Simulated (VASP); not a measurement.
Wanted: the native input for a VASP 6.6.1 run.

* Task: single point
* Functional: PBEsol
* Dispersion: D3(BJ)
* Potentials or basis: VASP PAW PBE potentials, release 64 (Fe, Ni)
* Cutoff: 520 eV
* k mesh: 13 × 13 × 9
* Occupations: fermi-dirac, width 0.1 eV
* Spin: collinear spin, ferrimagnetic start
* Starting moments: [3.5, -1.5] μB
* Dipole correction: no
* Further INCAR settings: ALGO = Normal; EDIFF = 1e-07; NBANDS = 20

The structure of FeNi lies in POSCAR:

```
FeNi
1.0
    2.4443789582      0.0000000000      0.0000000000
    0.0000000000      2.4443789582      0.0000000000
    0.0000000000      0.0000000000      3.5053828926
Fe Ni
1 1
Direct
    0.0000000000      0.0000000000      0.0000000000
    0.5000000000      0.5000000000      0.5000000000
```

These files were run (other wordings do the same):

INCAR

```
SYSTEM = FeNi
  ALGO = Normal
  EDIFF = 1E-7
  ENCUT = 520
  GGA = PS
  ISIF = 2
  ISMEAR = -1
  ISPIN = 2
  IVDW = 12
  LASPH = .True.
  LCHARG = .False.
  LMAXMIX = 4
  LORBIT = 11
  LREAL = .False.
  LWAVE = .False.
  MAGMOM = 3.5 -1.5
  NBANDS = 20
  NELM = 150
  PREC = Accurate
  SIGMA = 0.1
```

KPOINTS

```
k-points
0
Gamma
  13 13 9
  0 0 0
```

Potentials or basis: VASP PAW PBE potentials, release 64 (Fe, Ni).

Command:

```console
$ cat potpaw_PBE.64/Fe/POTCAR potpaw_PBE.64/Ni/POTCAR > POTCAR
$ mpirun -np 1 vasp_std > vasp.out
```

It gave:

```json
{
 "Pressure": "0.0 GPa",
 "Net moment": "3.08 μB per cell",
 "Site moments": "Fe +2.46; Ni +0.61 μB",
 "Valence electrons inside the program's atomic spheres": "Fe 7.33; Ni 9.50",
 "Dispersion energy per atom": "-0.395 eV"
}
```

Caveat: the PAW data sets were made with another functional, which shifts forces and pressure a little.

Wall time 3.2 min on 1 thread of Intel(R) Xeon(R) Platinum 8175M CPU @ 2.50GHz (Skylake/Cascade Lake), on a shared host, peak memory 0.21 GiB.
